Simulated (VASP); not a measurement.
A run of VASP 6.6.1 is set up as follows.

The input INCAR:

```
SYSTEM = Li
PREC     = Accurate       ! precision mode
ENCUT    = 600            ! plane-wave cutoff, eV
EDIFF    = 1E-6           ! SCF threshold, eV
ISMEAR   = 0              ! smearing method
SIGMA    = 0.1            ! smearing width, eV
LREAL    = .False.        ! projectors in reciprocal space
LASPH    = .True.         ! aspherical terms in the spheres
NELM     = 100            ! most SCF steps
ALGO     = Fast           ! electronic algorithm
ISIF     = 4              ! what is computed and relaxed
LWAVE    = .False.        ! write WAVECAR
LCHARG   = .False.        ! write CHGCAR
GGA      = PE             ! functional
IVDW     = 12             ! dispersion correction
IBRION   = 2              ! ionic algorithm
NSW      = 50             ! ionic steps
EDIFFG   = -0.01          ! ionic threshold
```

Contents of KPOINTS:

```
Automatic mesh
0
Gamma
  18 18 6
  0 0 0
```

The input POSCAR:

```
Li
1.0
    2.9792495483      0.0000000000      0.0000000000
   -1.4896247742      2.5801057930      0.0000000000
    0.0000000000      0.0000000000      9.7837349758
Li
4
Direct
    0.0000000000      0.0000000000      0.0000000000
    0.3333333333      0.6666666667      0.2500000000
    0.0000000000      0.0000000000      0.5000000000
    0.6666666667      0.3333333333      0.7500000000
```

Potentials or basis: VASP PAW PBE potentials, release 64 (Li_sv).

Run with:

```console
$ cat potpaw_PBE.64/Li_sv/POTCAR > POTCAR
$ mpirun -np 1 vasp_std > vasp.out
```

What does it give for the dispersion energy per atom?

-0.182 eV.

Estimate the band gap on the k mesh.

zero (bands 6 and 7 overlap by 4.16 eV).

Final structure:
```
CELL_PARAMETERS angstrom
2.97925 0.00000 0.00000
-1.48962 2.58011 0.00000
0.00000 0.00000 9.78373
ATOMIC_POSITIONS crystal
Li 0.00000 0.00000 0.00000
Li 0.33333 0.66667 0.25000
Li 0.00000 0.00000 0.50000
Li 0.66667 0.33333 0.75000
```

Caveat: the relaxation stopped at its first step, so nothing moved.
